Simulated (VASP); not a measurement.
# Zn2Si3N3: single point with PBE

Zn2Si3N3:

```
Zn Si N
1.0
     6.50905    0.00000    0.00000
    -3.25452    5.63700    0.00000
     0.00000    0.00000    2.88363
Zn Si N
2 3 3
Direct
  0.33333 0.66667 0.00000
  0.66667 0.33333 0.00000
  0.00000 0.79124 0.50000
  0.79124 0.00000 0.50000
  0.20876 0.20876 0.50000
  0.00000 0.62700 0.00000
  0.62700 0.00000 0.00000
  0.37300 0.37300 0.00000
```

| Property | Result |
| --- | --- |
| Program | VASP 6.6.1 |
| Task | single point |
| Functional | PBE |
| Potentials or basis | VASP PAW PBE potentials, release 64 (Zn, Si, N) |
| Cutoff | 520 eV |
| k mesh | 4 × 4 × 4 |
| Occupations | gaussian, width 0.2 eV |
| Spin | no spin polarisation |

| Property | Result |
| --- | --- |
| Pressure | 0.2 GPa |
| Largest force | 0.031 eV/Å |
| Band gap on the k mesh | zero (an odd number of electrons rules out a gap without spin polarisation) |

Forces in eV/Å, atoms in the order of the input:
```
Zn   0.000  0.000  0.000
Zn   0.000  0.000  0.000
Si   0.015 -0.027  0.000
Si  -0.031  0.000  0.000
Si   0.015  0.027  0.000
N   -0.008  0.014  0.000
N    0.016  0.000  0.000
N   -0.008 -0.014  0.000
```

Stress tensor (GPa, compression positive):
```
0.18 0.00 0.00
0.00 0.18 0.00
0.00 0.00 0.35
```

Levels at points of the mesh, in eV from the Fermi level:
| k point | band 24 | band 25 | band 26 | band 27 | band 28 | band 29 |
| --- | --- | --- | --- | --- | --- | --- |
| (0.00, 0.00, 0.00) | -1.11 | -1.11 | -0.55 | 2.54 | 2.54 | 2.97 |
| (0.50, 0.00, 0.00) | -2.49 | -1.81 | 0.50 | 1.07 | 2.73 | 3.98 |
| (0.00, 0.00, 0.50) | -2.25 | -2.25 | -1.21 | -0.92 | 1.16 | 3.87 |
| (0.50, 0.00, 0.50) | -2.75 | -1.86 | -0.11 | 0.19 | 0.73 | 3.26 |

It took 43 s on 1 thread of AMD EPYC 7R13 Processor (Zen 3), on a shared host, peak memory 0.2 GiB.

Caveat: the k points lie up to 0.54 Å⁻¹ apart, too coarse for converged energies and pressures of a metal.
